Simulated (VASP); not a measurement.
Wanted: the native input for a VASP 6.6.1 run.

```
Task                               : single point
Functional                         : PBE-based screened hybrid with 5 % exact exchange
Potentials or basis                : VASP PAW PBE potentials, release 64 (Ca_sv, O)
Cutoff                             : 520 eV
k mesh                             : 6 × 6 × 2
Occupations                        : gaussian, width 0.01 eV
Spin                               : no spin polarisation
Dipole correction                  : no
Grid for exact exchange (PRECFOCK) : Normal
Share of exact exchange            : 0.05
Further INCAR settings             : ALGO = Normal; EDIFF = 1e-06; NBANDS = 24
Screening parameter                : 0.2078 1/Å
```

The system is CaO.

```
CELL_PARAMETERS angstrom
3.31994 0.00000 0.00000
-1.65997 2.87515 0.00000
0.00000 0.00000 5.81431
ATOMIC_POSITIONS crystal
Ca 0.00000 0.00000 0.00000
Ca 0.00000 0.00000 0.50000
O 0.33333 0.66667 0.25000
O 0.66667 0.33333 0.75000
```

One way to write it, as run:

POSCAR

```
CaO
1.0
    3.3199366349      0.0000000000      0.0000000000
   -1.6599683174      2.8751494647      0.0000000000
    0.0000000000      0.0000000000      5.8143085363
Ca O
2 2
Direct
    0.0000000000      0.0000000000      0.0000000000
    0.0000000000      0.0000000000      0.5000000000
    0.3333333333      0.6666666667      0.2500000000
    0.6666666667      0.3333333333      0.7500000000
```

INCAR.step1

```
PREC = Accurate ; ENCUT = 520
EDIFF = 1E-5 ; ISMEAR = 0
SIGMA = 0.01 ; LREAL = F
LASPH = T ; NELM = 60
ALGO = Normal ; ISIF = 2
LWAVE = T ; LCHARG = F
NBANDS = 24 ; GGA = PE
```

INCAR.step2

```
PREC = Accurate ; ENCUT = 520
EDIFF = 1E-6 ; ISMEAR = 0
SIGMA = 0.01 ; LREAL = F
LASPH = T ; NELM = 60
ALGO = Normal ; ISIF = 2
LWAVE = F ; LCHARG = F
GGA = PE ; LHFCALC = T
AEXX = 0.05 ; HFSCREEN = 0.2078
PRECFOCK = Normal ; NBANDS = 24
ISTART = 1
```

KPOINTS

```
regular mesh
0
Gamma
  6 6 2
```

Potentials or basis: VASP PAW PBE potentials, release 64 (Ca_sv, O).

The run is started by

```sh
$ cat potpaw_PBE.64/Ca_sv/POTCAR potpaw_PBE.64/O/POTCAR > POTCAR
$ cp INCAR.step1 INCAR
$ mpirun -np 1 vasp_std > vasp.out
$ cp INCAR.step2 INCAR
$ mpirun -np 1 vasp_std > vasp.out
```

Results of the run:

```yaml
Pressure: 2.8 GPa
Band_gap_on_the_k_mesh: 4.17 eV
```

Caveat: the k points lie up to 0.54 Å⁻¹ apart; the PAW data sets were made with another functional, which shifts forces and pressure a little.

It took 65 min on 1 thread of Intel Xeon 8259CL, with other jobs on the host, peak memory 0.32 GiB.
